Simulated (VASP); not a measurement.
# LaPd2 (I4/mmm) in VASP: relaxation of the atoms with PBE

Aim: the relaxation of the atoms of LaPd2 with PBE.

Program: VASP 6.6.1. These are calculated values, not measurements. Logs are shortened: lines on timing, memory, paths and dates and some standing lists are left out, and cuts for length are marked.

**1. The cell of the first run**

It takes space group I4/mmm (No. 139, tetragonal). Conventional cell: a = 4.048 Å, b = 4.048 Å, c = 8.943 Å, α = 90.00°, β = 90.00°, γ = 90.00°. La (site symmetry 4/mmm) has 8 Pd at 3.02 Å and 4 La at 4.05 Å within 4.1 Å. Pd (site symmetry -4m2) has 4 Pd at 2.86 Å and 4 La at 3.02 Å within 3.8 Å.

**2. Relaxation of the atoms, PBE**

Input file INCAR:

```
SYSTEM = LaPd2
PREC = Accurate ; ENCUT = 520
EDIFF = 1E-6 ; ISMEAR = -1
SIGMA = 0.05 ; LREAL = .FALSE.
LASPH = .TRUE. ; NELM = 60
ALGO = Fast ; ISIF = 2
LWAVE = .FALSE. ; LCHARG = .FALSE.
GGA = PE ; IBRION = 2
NSW = 60 ; EDIFFG = -0.01
```

Input file KPOINTS:

```
Automatic mesh
0
G
  8 8 8
  0 0 0
```

Input file POSCAR:

```
LaPd2
1.0
   -2.0239127400      2.0239127400      4.4717310000
    2.0239127400     -2.0239127400      4.4717310000
    2.0239127400      2.0239127400     -4.4717310000
La Pd
1 2
Direct
    0.0000000000      0.0000000000      0.0000000000
    0.2500000000      0.7500000000      0.5000000000
    0.7500000000      0.2500000000      0.5000000000
```

Potentials or basis: VASP PAW PBE potentials, release 64 (La, Pd).

Run with:

```bash
$ cat potpaw_PBE.64/La/POTCAR potpaw_PBE.64/Pd/POTCAR > POTCAR
$ mpirun -np 1 vasp_std > vasp.out
```

OUTCAR:

```text
SYSTEM = LaPd2
   PREC = Accurate
   ENCUT = 520
   EDIFF = 1E-6
   ISMEAR = -1
   LREAL = .FALSE.
   LASPH = .TRUE.
   NELM = 60
   ISIF = 2
   GGA = PE
   IBRION = 2
   NSW = 60
   EDIFFG = -0.01

 ion  position               nearest neighbor table
   1  0.000  0.000  0.000-   3 3.02   2 3.02   2 3.02   3 3.02   2 3.02   3 3.02   3 3.02   2 3.02

   2  0.250  0.750  0.500-   3 2.86   3 2.86   3 2.86   3 2.86   1 3.02   1 3.02   1 3.02   1 3.02

   3  0.750  0.250  0.500-   2 2.86   2 2.86   2 2.86   2 2.86   1 3.02   1 3.02   1 3.02   1 3.02

  LATTYP: Found a body centered tetragonal cell.
 ALAT       =     4.0478254800
 C/A-ratio  =     2.2094485160

  Lattice vectors:

 A1 = (  -2.0239127400,   2.0239127400,   4.4717310000)
 A2 = (   2.0239127400,  -2.0239127400,   4.4717310000)
 A3 = (   2.0239127400,   2.0239127400,  -4.4717310000)

Analysis of symmetry for initial positions (statically):
=====================================================================
 Subroutine PRICEL returns:
 Original cell was already a primitive cell.

 Routine SETGRP: Setting up the symmetry group for a
 body centered tetragonal supercell.

 Subroutine GETGRP returns: Found 16 space group operations
 (whereof 16 operations were pure point group operations)
 out of a pool of 16 trial point group operations.

The static configuration has the point symmetry D_4h.

Analysis of symmetry for dynamics (positions and initial velocities):
=====================================================================
 Subroutine PRICEL returns:
 Original cell was already a primitive cell.

 Routine SETGRP: Setting up the symmetry group for a
 body centered tetragonal supercell.

 Subroutine GETGRP returns: Found 16 space group operations
 (whereof 16 operations were pure point group operations)
 out of a pool of 16 trial point group operations.

The dynamic configuration has the point symmetry D_4h.

 Subroutine INISYM returns: Found 16 space group operations
 (whereof 16 operations are pure point group operations),
 and found     1 'primitive' translations

----------------------------------------------------------------------------------------

                                     Primitive cell

  volume of cell :      73.2688

[... 87 lines left out ...]
   LASPH  =      T    aspherical Exc in radial PAW
   ENCUT  =  520.0 eV  38.22 Ry    6.18 a.u.   9.87  9.87  9.87*2*pi/ulx,y,z
   NELM   =     60;   NELMIN=  2; NELMDL= -5     # of ELM steps
   EDIFF  = 0.1E-05   stopping-criterion for ELM
   LREAL  =      F    real-space projection
   EDIFFG = -.1E-01   stopping-criterion for IOM
   NSW    =     60    number of steps for IOM
   IBRION =      2    ionic relax: 0-MD 1-quasi-New 2-CG
   NFREE  =      1    steps in history (QN), initial steepest desc. (CG)
   ISIF   =      2    stress and relaxation
   ISYM   =      2    0-nonsym 1-usesym 2-fastsym
   POTIM  = 0.5000    time-step for ionic-motion
   TEBEG  =    0.0;   TEEND  =   0.0 temperature during run
   PSTRESS=    0.0 pullay stress
   NELECT =      31.0000    total number of electrons
   NUPDOWN=      -1.0000    fix difference up-down
   EMIN   =  10.00;   EMAX   =-10.00  energy-range for DOS
   EFERMI =   0.00;   METHOD = LEGACY
   ISMEAR =    -1;   SIGMA  =   0.05  broadening in eV -4-tet -1-fermi 0-gaus
   EFERMI_NEDOS =   21; number of points for ismear=-14 and -15
   IALGO  =     68    algorithm
   IMIX   =      4    mixing-type and parameters
     AMIX     =   0.40;   BMIX     =  1.00
     AMIX_MAG =   1.60;   BMIX_MAG =  1.00
  volume/ion in A,a.u.               =      24.42       164.81
  Fermi-wavevector in a.u.,A,eV,Ry     =   1.229011  2.322493 20.551154  1.510467
  Thomas-Fermi vector in A             =   2.363914
   LORBIT       =      0    0 simple, 1 ext, 2 COOP (PROOUT), +10 PAW based schemes
   GGA     = PE    functional components
   LHFCALC =     F    Hartree Fock is set to
   AEXX    =    0.0000 exact exchange contribution
   IVDW    =     0    specifies the selected vdW correction
   LEPSILON=     F    determine dielectric tensor
   LRPA    =     F    only Hartree local field effects (RPA)
 conjugate gradient relaxation of ions
 non-spin polarized calculation
 RMM-DIIS sequential band-by-band and
  energy-cutoff  :      520.00
  volume of cell :       73.27
 maximum number of plane-waves:      1992
   NGX = 19   NGY = 19   NGZ = 19

 number of electron      31.0000005 magnetization

 Free energy of the ion-electron system (eV)
  ---------------------------------------------------
  ext. energy  EPLUGINS =         0.00000000
  ---------------------------------------------------
  free energy    TOTEN  =       -17.05296631 eV

  energy without entropy =      -17.03311323  energy(sigma->0) =      -17.04303977

 E-fermi :   7.6304     XC(G=0): -10.5517

 val. band max:        7.5947122394   @ k =  -0.2500   0.5000   0.2500
 cond. band min:       7.6443201230   @ k =   0.1250  -0.0000   0.0000
 fundamental gap:      0.0496078837
 Fermi energy:         7.6304215402

 k-point     1 :       0.0000    0.0000    0.0000
  band No.  band energies     occupation
      1     -25.0239      2.00000
      2      -8.7905      2.00000
      3      -8.7214      2.00000
      4      -8.7214      2.00000
      5       2.5822      2.00000
      6       3.6659      2.00000
[... 505 lines left out ...]
      6       4.1613      2.00000
[... 11 lines left out ...]
     18       9.6304      0.00000
     19       9.8483      0.00000

 [... further k-points ...]

------------------------ aborting loop because EDIFF is reached ----------------------------------------

  FORCE on cell =-STRESS in cart. coord.  units (eV):
  Direction    XX          YY          ZZ          XY          YZ          ZX
  --------------------------------------------------------------------------------------
  -------------------------------------------------------------------------------------
  Total       -0.8674116     -0.8674116     -0.7025007      0.0000000     -0.0000000      0.0000000
  in kB      -18.9677833    -18.9677833    -15.3616585      0.0000000     -0.0000000      0.0000000
  external PRESSURE =     -17.7657417 kB  Pullay stress =       0.0000000 kB

 VOLUME and BASIS-vectors are now :
 -----------------------------------------------------------------------------
  energy-cutoff  :      520.00
  volume of cell :       73.27
      direct lattice vectors                 reciprocal lattice vectors
    -2.023912740  2.023912740  4.471731000     0.000000000  0.247046224  0.111813524
     2.023912740 -2.023912740  4.471731000     0.247046224  0.000000000  0.111813524
     2.023912740  2.023912740 -4.471731000     0.247046224  0.247046224  0.000000000

 POSITION                                       TOTAL-FORCE (eV/Angst)
 -----------------------------------------------------------------------------------
      0.00000      0.00000      0.00000         0.000000      0.000000      0.000000
      2.02391      0.00000      2.23587        -0.000000      0.000000     -0.000000
      0.00000      2.02391      2.23587        -0.000000     -0.000000      0.000000
 -----------------------------------------------------------------------------------
    total drift:                                0.000000     -0.000000     -0.000000

  FREE ENERGIE OF THE ION-ELECTRON SYSTEM (eV)
  ---------------------------------------------------
  free  energy   TOTEN  =       -17.0529663059 eV

  energy  without entropy=      -17.0331132333  energy(sigma->0) =      -17.04303977

 reached required accuracy - stopping structural energy minimisation
```

OSZICAR:

```text
N       E                     dE             d eps       ncg     rms          rms(c)
DAV:   1     0.253665335683E+03    0.25367E+03   -0.12642E+04  2266   0.222E+03
DAV:   2     0.384992359896E+02   -0.21517E+03   -0.20343E+03  2722   0.324E+02
DAV:   3    -0.112800389005E+02   -0.49779E+02   -0.47197E+02  3466   0.153E+02
[... 25 lines left out ...]
RMM:  29    -0.170529631746E+02   -0.17861E-05   -0.22319E-05  2152   0.283E-02    0.222E-02
RMM:  30    -0.170529645683E+02   -0.13937E-05   -0.16117E-05  2092   0.277E-02    0.230E-02
RMM:  31    -0.170529646321E+02   -0.63740E-07   -0.11941E-05  2049   0.316E-02    0.192E-02
RMM:  32    -0.170529658855E+02   -0.12534E-05   -0.14099E-05  1947   0.311E-02    0.156E-02
RMM:  33    -0.170529663059E+02   -0.42046E-06   -0.73126E-06  1930   0.349E-02
   1 F= -.17052966E+02 E0= -.17043040E+02  d E =-.170530E+02
```

CONTCAR:

```text
LaPd2
   1.00000000000000
    -2.0239127400000001    2.0239127400000001    4.4717310000000001
     2.0239127400000001   -2.0239127400000001    4.4717310000000001
     2.0239127400000001    2.0239127400000001   -4.4717310000000001
  La              Pd
     1     2
Direct
     0.0000000000000000    0.0000000000000000    0.0000000000000000
     0.2500000000000000    0.7500000000000000    0.5000000000000000
     0.7500000000000000    0.2500000000000000    0.5000000000000000

  0.00000000E+00  0.00000000E+00  0.00000000E+00
  0.00000000E+00  0.00000000E+00  0.00000000E+00
  0.00000000E+00  0.00000000E+00  0.00000000E+00
```

Wall time 8.6 min (1 thread of Intel Xeon 8259CL, shared host); peak memory 0.32 GiB.

Results:

```yaml
Free_energy: -17.0530 eV
Pressure_after_relaxing: -1.8 GPa
Band_gap_on_the_k_mesh: zero (an odd number of electrons rules out a gap without spin polarisation)
```

Stress tensor (GPa, compression positive):
```
-1.90  0.00  0.00
 0.00 -1.90  0.00
 0.00  0.00 -1.54
```

Final structure:
```
La Pd
1.0
    -2.02391    2.02391    4.47173
     2.02391   -2.02391    4.47173
     2.02391    2.02391   -4.47173
La Pd
1 2
Direct
  0.00000 0.00000 0.00000
  0.25000 0.75000 0.50000
  0.75000 0.25000 0.50000
```

Caveat: spin-orbit coupling is left out, which moves the levels of the heavy elements.

The gap in the log of VASP goes by the Fermi energy; the results here count the filled bands.